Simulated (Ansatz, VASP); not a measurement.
## CdS in VASP and in Ansatz

File INCAR:

```
SYSTEM = CdS
PREC     = Accurate       ! precision mode
ENCUT    = 520            ! plane-wave cutoff, eV
EDIFF    = 1E-6           ! SCF threshold, eV
ISMEAR   = -1             ! smearing method
SIGMA    = 0.05           ! smearing width, eV
LREAL    = .FALSE.        ! projectors in reciprocal space
LASPH    = .TRUE.         ! aspherical terms in the spheres
NELM     = 80             ! most SCF steps
ALGO     = Normal         ! electronic algorithm
ISIF     = 2              ! what is computed and relaxed
LWAVE    = .FALSE.        ! write WAVECAR
LCHARG   = .FALSE.        ! write CHGCAR
GGA      = PE             ! functional
NBANDS   = 26             ! bands
```

The input KPOINTS:

```
Automatic mesh
0
G
  9 9 5
  0 0 0
```

Contents of POSCAR:

```
CdS
1.0
    3.9905862054      0.0000000000      0.0000000000
   -1.9952931027      3.4559490298      0.0000000000
    0.0000000000      0.0000000000      6.5158281987
Cd S
2 2
Direct
    0.3333333333      0.6666666667      0.0003114869
    0.6666666667      0.3333333333      0.5003114869
    0.3333333333      0.6666666667      0.3756885131
    0.6666666667      0.3333333333      0.8756885131
```

Input for Ansatz:

```yaml
crystal:
  lattice:
    - [3.9905862054, 0.0, 0.0]
    - [-1.9952931027, 3.4559490298, 0.0]
    - [0.0, 0.0, 6.5158281987]
  atoms:
    - { symbol: Cd, position: [0.3333333333, 0.6666666667, 0.0003114869] }
    - { symbol: Cd, position: [0.6666666667, 0.3333333333, 0.5003114869] }
    - { symbol: S, position: [0.3333333333, 0.6666666667, 0.3756885131] }
    - { symbol: S, position: [0.6666666667, 0.3333333333, 0.8756885131] }
kpoints:
  mp_grid: { grid: [9, 9, 5] }
scf:
  occupations: { method: fermi_dirac, width: 0.05 }
hamiltonian:
  xc: pbe
  pseudopotentials: { kind: all_electron, lapw: { basis_error: 0.0005 } }
output:
  forces: true
  stress: true
  eigenvalues: true
  populations: true
```

Alike in both runs: task single point; functional PBE; k mesh 9 × 9 × 5; occupations fermi-dirac, width 0.05 eV; no spin polarisation.

```csv
,VASP,Ansatz
version,VASP 6.6.1,Ansatz 0.2.0
potentials or method,"VASP PAW PBE potentials, release 64 (Cd, S), cutoff 520 eV","all-electron LAPW, scalar-relativistic"
```

|  | VASP | Ansatz | Ansatz less VASP |
| --- | --- | --- | --- |
| pressure (GPa) | 11.6 | 11.0 | -0.51 |

Ansatz ran all-electron here, and VASP with PAW potentials.
